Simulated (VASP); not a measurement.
# AlN (P6_3mc) in VASP: further runs

AlN is run at these levels: PBE; tasks: relaxation of the atoms.

Everything below comes from runs of VASP 6.6.1. Logs are shortened: lines on timing, memory, paths and dates and some standing lists are left out, and cuts for length are marked.

## 1. The cell of the first run

It takes space group P6_3mc (No. 186, hexagonal). The conventional cell has a = 3.067 Å, b = 3.067 Å, c = 5.017 Å, α = 90.00°, β = 90.00°, γ = 120.00°. Within 2.5 Å of Al (site symmetry 3m) lie 4 N at 1.87 to 1.91 Å. N (site symmetry 3m) has 4 Al at 1.87 to 1.91 Å within 2.5 Å.

## 2. Relaxation of the atoms, PBE

INCAR reads:

```
SYSTEM = AlN
PREC = Accurate
ENCUT = 520
EDIFF = 1E-7
ISMEAR = 0
SIGMA = 0.05
LREAL = .False.
LASPH = .True.
NELM = 100
ALGO = Normal
ISIF = 2
LWAVE = .False.
LCHARG = .False.
GGA = PE
IBRION = 2
NSW = 50
EDIFFG = -0.01
```

KPOINTS reads:

```
regular mesh
0
Gamma
  9 9 6
  0 0 0
```

POSCAR reads:

```
AlN
1.0
    3.0673000000      0.0000000000      0.0000000000
   -1.5336500000      2.6563597210      0.0000000000
    0.0000000000      0.0000000000      5.0169562961
Al N
2 2
Direct
    0.3333333333      0.6666666667      0.0017290859
    0.6666666667      0.3333333333      0.5017290859
    0.3333333333      0.6666666667      0.3832709141
    0.6666666667      0.3333333333      0.8832709141
```

Potentials or basis: VASP PAW PBE potentials, release 64 (Al, N).

Run with:

```console
> cat potpaw_PBE.64/Al/POTCAR potpaw_PBE.64/N/POTCAR > POTCAR
> mpirun -np 1 vasp_std > vasp.out
```

OUTCAR:

```text
SYSTEM = AlN
   PREC = Accurate
   ENCUT = 520
   EDIFF = 1E-7
   ISMEAR = 0
   LREAL = .False.
   LASPH = .True.
   NELM = 100
   ISIF = 2
   GGA = PE
   IBRION = 2
   NSW = 50
   EDIFFG = -0.01

 ion  position               nearest neighbor table
   1  0.333  0.667  0.002-   4 1.87   4 1.87   4 1.87   3 1.91   2 3.07   2 3.07   2 3.07   2 3.07
                             2 3.07   2 3.07
   2  0.667  0.333  0.502-   3 1.87   3 1.87   3 1.87   4 1.91   1 3.07   1 3.07   1 3.07   1 3.07
                             1 3.07   1 3.07
   3  0.333  0.667  0.383-   2 1.87   2 1.87   2 1.87   1 1.91
   4  0.667  0.333  0.883-   1 1.87   1 1.87   1 1.87   2 1.91

  LATTYP: Found a hexagonal cell.
 ALAT       =     3.0673000000
 C/A-ratio  =     1.6356262172

  Lattice vectors:

 A1 = (   3.0673000000,   0.0000000000,   0.0000000000)
 A2 = (  -1.5336500000,   2.6563597210,   0.0000000000)
 A3 = (   0.0000000000,   0.0000000000,   5.0169562961)

Analysis of symmetry for initial positions (statically):
=====================================================================
 Subroutine PRICEL returns:
 Original cell was already a primitive cell.

 Routine SETGRP: Setting up the symmetry group for a
 hexagonal supercell.

 Subroutine GETGRP returns: Found 12 space group operations
 (whereof  6 operations were pure point group operations)
 out of a pool of 24 trial point group operations.

The static configuration has the point symmetry C_3v.
 The point group associated with its full space group is C_6v.

Analysis of symmetry for dynamics (positions and initial velocities):
=====================================================================
 Subroutine PRICEL returns:
 Original cell was already a primitive cell.

 Routine SETGRP: Setting up the symmetry group for a
 hexagonal supercell.

 Subroutine GETGRP returns: Found 12 space group operations
 (whereof  6 operations were pure point group operations)
 out of a pool of 24 trial point group operations.

The dynamic configuration has the point symmetry C_3v.
 The point group associated with its full space group is C_6v.

 Subroutine INISYM returns: Found 12 space group operations
 (whereof  6 operations are pure point group operations),
 and found     1 'primitive' translations

----------------------------------------------------------------------------------------

                                     Primitive cell

  volume of cell :      40.8774

  direct lattice vectors                    reciprocal lattice vectors
     3.067300000  0.000000000  0.000000000     0.326019626  0.188227519  0.000000000
    -1.533650000  2.656359721  0.000000000     0.000000000  0.376455038  0.000000000
     0.000000000  0.000000000  5.016956296     0.000000000  0.000000000  0.199324041

  length of vectors
     3.067300000  3.067300000  5.016956296     0.376455038  0.376455038  0.199324041

  position of ions in fractional coordinates (direct lattice)
     0.333333333  0.666666667  0.001729086
     0.666666667  0.333333333  0.501729086
     0.333333333  0.666666667  0.383270914
     0.666666667  0.333333333  0.883270914

  ion indices of the primitive-cell ions
   primitive index   ion index
                 1           1
                 2           2
                 3           3
                 4           4

----------------------------------------------------------------------------------------

 KPOINTS: regular mesh

Automatic generation of k-mesh.
 Grid dimensions read from file:
 generate k-points for:    9    9    6

 Generating k-lattice:

  Cartesian coordinates                     Fractional coordinates (reciprocal lattice)
     0.036224403  0.020914169  0.000000000     0.111111111  0.000000000  0.000000000
     0.000000000  0.041828338  0.000000000     0.000000000  0.111111111  0.000000000
     0.000000000  0.000000000  0.033220673     0.000000000  0.000000000  0.166666667

  Length of vectors
     0.041828338  0.041828338  0.033220673

  Shift w.r.t. Gamma in fractional coordinates (k-lattice)
     0.000000000  0.000000000  0.000000000

 Subroutine IBZKPT returns following result:
 ===========================================

 Found     48 irreducible k-points:

 Following reciprocal coordinates:
            Coordinates               Weight
  0.000000  0.000000  0.000000      1.000000
  0.111111 -0.000000  0.000000      6.000000
  0.222222  0.000000  0.000000      6.000000
  0.333333  0.000000  0.000000      6.000000
  0.444444  0.000000  0.000000      6.000000
  0.111111  0.111111  0.000000      6.000000
[... 16 lines left out ...]
  0.333333  0.222222  0.166667     24.000000
  0.333333  0.333333  0.166667      4.000000
 [... further k-points ...]
   k-points           NKPTS =     48   k-points in BZ     NKDIM =     48   number of bands    NBANDS=     12
   number of dos      NEDOS =    301   number of ions     NIONS =      4
   total plane-waves  NPLWV =  23040
   dimension x,y,z NGX =    24 NGY =   24 NGZ =   40
   dimension x,y,z NGXF=    48 NGYF=   48 NGZF=   80
   ions per type =               2   2
   NGX,Y,Z   is equivalent  to a cutoff of  13.01, 13.01, 13.25 a.u.
   NGXF,Y,Z  is equivalent  to a cutoff of  26.02, 26.02, 26.51 a.u.
 SYSTEM =  AlN
   PREC   = accura    normal or accurate (medium, high low for compatibility)
   ISTART =      0    job   : 0-new  1-cont  2-samecut
   ICHARG =      2    charge: 1-file 2-atom 10-const
   ISPIN  =      1    spin polarized calculation?
   LNONCOLLINEAR =      F non collinear calculations
   LSORBIT =      F    spin-orbit coupling
   LASPH  =      T    aspherical Exc in radial PAW
   ENCUT  =  520.0 eV  38.22 Ry    6.18 a.u.   5.70  5.70  9.33*2*pi/ulx,y,z
   NELM   =    100;   NELMIN=  2; NELMDL= -5     # of ELM steps
   EDIFF  = 0.1E-06   stopping-criterion for ELM
   LREAL  =      F    real-space projection
   EDIFFG = -.1E-01   stopping-criterion for IOM
   NSW    =     50    number of steps for IOM
   IBRION =      2    ionic relax: 0-MD 1-quasi-New 2-CG
   NFREE  =      1    steps in history (QN), initial steepest desc. (CG)
   ISIF   =      2    stress and relaxation
   ISYM   =      2    0-nonsym 1-usesym 2-fastsym
   POTIM  = 0.5000    time-step for ionic-motion
   TEBEG  =    0.0;   TEEND  =   0.0 temperature during run
   PSTRESS=    0.0 pullay stress
   NELECT =      16.0000    total number of electrons
   NUPDOWN=      -1.0000    fix difference up-down
   EMIN   =  10.00;   EMAX   =-10.00  energy-range for DOS
   EFERMI =   0.00;   METHOD = LEGACY
   ISMEAR =     0;   SIGMA  =   0.05  broadening in eV -4-tet -1-fermi 0-gaus
   EFERMI_NEDOS =   21; number of points for ismear=-14 and -15
   IALGO  =     38    algorithm
   IMIX   =      4    mixing-type and parameters
     AMIX     =   0.40;   BMIX     =  1.00
     AMIX_MAG =   1.60;   BMIX_MAG =  1.00
  volume/ion in A,a.u.               =      10.22        68.96
  Fermi-wavevector in a.u.,A,eV,Ry     =   1.197532  2.263007 19.511871  1.434082
  Thomas-Fermi vector in A             =   2.333444
   LORBIT       =      0    0 simple, 1 ext, 2 COOP (PROOUT), +10 PAW based schemes
   GGA     = PE    functional components
   LHFCALC =     F    Hartree Fock is set to
   AEXX    =    0.0000 exact exchange contribution
   IVDW    =     0    specifies the selected vdW correction
   LEPSILON=     F    determine dielectric tensor
   LRPA    =     F    only Hartree local field effects (RPA)
 conjugate gradient relaxation of ions
 non-spin polarized calculation
 Gauss-broadening in eV      SIGMA  =   0.05
  energy-cutoff  :      520.00
  volume of cell :       40.88
 maximum number of plane-waves:      1110
 NGX is ok and might be reduce to    24
   NGX = 11   NGY = 11   NGZ = 19

--------------------------------------- Ionic step        1  -------------------------------------------

 number of electron      15.9999996 magnetization

 Free energy of the ion-electron system (eV)
  ---------------------------------------------------
  ext. energy  EPLUGINS =         0.00000000
  ---------------------------------------------------
  free energy    TOTEN  =       -29.72187975 eV

  energy without entropy =      -29.72187975  energy(sigma->0) =      -29.72187975

------------------------ aborting loop because EDIFF is reached ----------------------------------------

  FORCE on cell =-STRESS in cart. coord.  units (eV):
  Direction    XX          YY          ZZ          XY          YZ          ZX
  --------------------------------------------------------------------------------------
  -------------------------------------------------------------------------------------
  Total        2.9717385      2.9717385      0.6458807      0.0000000     -0.0000000     -0.0000000
  in kB      116.4763409    116.4763409     25.3150877      0.0000000     -0.0000000     -0.0000000
  external PRESSURE =      86.0892565 kB  Pullay stress =       0.0000000 kB
[... 61 lines left out ...]
  energy  without entropy=      -29.7259180304  energy(sigma->0) =      -29.72591803

--------------------------------------- Ionic step        3  -------------------------------------------

 number of electron      15.9999995 magnetization

 Free energy of the ion-electron system (eV)
  ---------------------------------------------------
  ext. energy  EPLUGINS =         0.00000000
  ---------------------------------------------------
  free energy    TOTEN  =       -29.72618210 eV

  energy without entropy =      -29.72618210  energy(sigma->0) =      -29.72618210

 E-fermi :   6.4384     XC(G=0): -11.0059

 val. band max:        6.2277744252   @ k =   0.0000   0.0000   0.0000
 cond. band min:      10.7288900677   @ k =   0.0000   0.0000   0.0000
 fundamental gap:      4.5011156425
 Fermi energy:         6.4383532840

 k-point     1 :       0.0000    0.0000    0.0000
  band No.  band energies     occupation
      1      -8.9540      2.00000
      2      -6.8292      2.00000
      3       0.1905      2.00000
      4       5.6014      2.00000
      5       5.6014      2.00000
      6       6.1979      2.00000
      7       6.1979      2.00000
      8       6.2278      2.00000
      9      10.7289      0.00000
     10      13.4087      0.00000
     11      16.9978      0.00000
     12      17.8824      0.00000
[... 331 lines left out ...]
 k-point    24 :       0.3333    0.3333    0.1667
  band No.  band energies     occupation
      1      -6.3430      2.00000
      2      -6.3430      2.00000
      3       1.6010      2.00000
      4       2.1670      2.00000
      5       2.1670      2.00000
      6       3.5618      2.00000
      7       4.4200      2.00000
      8       4.4200      2.00000
      9      11.6935      0.00000
     10      14.7809      0.00000
     11      15.5646      0.00000
     12      15.5646      0.00000

 [... further k-points ...]

------------------------ aborting loop because EDIFF is reached ----------------------------------------

  FORCE on cell =-STRESS in cart. coord.  units (eV):
  Direction    XX          YY          ZZ          XY          YZ          ZX
  --------------------------------------------------------------------------------------
  -------------------------------------------------------------------------------------
  Total        2.7350370      2.7350370      1.0572548      0.0000000      0.0000000      0.0000000
  in kB      107.1989005    107.1989005     41.4387640      0.0000000      0.0000000      0.0000000
  external PRESSURE =      85.2788550 kB  Pullay stress =       0.0000000 kB
[... 19 lines left out ...]
  FREE ENERGIE OF THE ION-ELECTRON SYSTEM (eV)
  ---------------------------------------------------
  free  energy   TOTEN  =       -29.7261821022 eV

  energy  without entropy=      -29.7261821022  energy(sigma->0) =      -29.72618210

 reached required accuracy - stopping structural energy minimisation
```

Run time: 25 s. Hardware: 1 thread of Intel Xeon Platinum 8488C (Sapphire Rapids), shared host; peak memory 0.16 GiB.

Results:

```yaml
Free_energy: -29.7262 eV
Energy_gained_by_relaxing: 1.1 meV/atom
Ionic_steps: 3
Pressure_after_relaxing: 8.5 GPa
Band_gap_on_the_k_mesh: 4.50 eV
```

Step by step:
```csv
step,energy change (eV),largest force (eV/Å),pressure (GPa)
1,0.0000,0.2334,8.61
2,-0.0040,0.0602,8.52
3,-0.0043,0.0001,8.53
```

Final structure:
```cif
data_structure
_symmetry_space_group_name_H-M 'P 1'
_symmetry_Int_Tables_number 1
_cell_length_a 3.0673
_cell_length_b 3.0673
_cell_length_c 5.0170
_cell_angle_alpha 90.000
_cell_angle_beta 90.000
_cell_angle_gamma 120.000
_cell_volume 40.88
loop_
_atom_site_label
_atom_site_type_symbol
_atom_site_fract_x
_atom_site_fract_y
_atom_site_fract_z
_atom_site_occupancy
Al1 Al 0.33333 0.66667 0.00354 1
Al2 Al 0.66667 0.33333 0.50354 1
N1 N 0.33333 0.66667 0.38146 1
N2 N 0.66667 0.33333 0.88146 1
```

Levels at points of the mesh, in eV from the valence-band top:
| k point | band 4 | band 5 | band 6 | band 7 | band 8 | band 9 | band 10 | band 11 | band 12 |
| --- | --- | --- | --- | --- | --- | --- | --- | --- | --- |
| (0.00, 0.00, 0.00) | -0.63 | -0.63 | -0.03 | -0.03 | 0.00 | 4.50 | 7.18 | 10.77 | 11.65 |
| (0.00, 0.00, 0.50) | -3.35 | -0.34 | -0.34 | -0.34 | -0.34 | 6.85 | 6.85 | 10.54 | 10.54 |

Caveat: an odd mesh through Γ misses points on the zone boundary, where band edges can lie. Expect the measured gap to be larger: semilocal functionals such as PBE lack the derivative discontinuity.

[end of part 1 of 2]
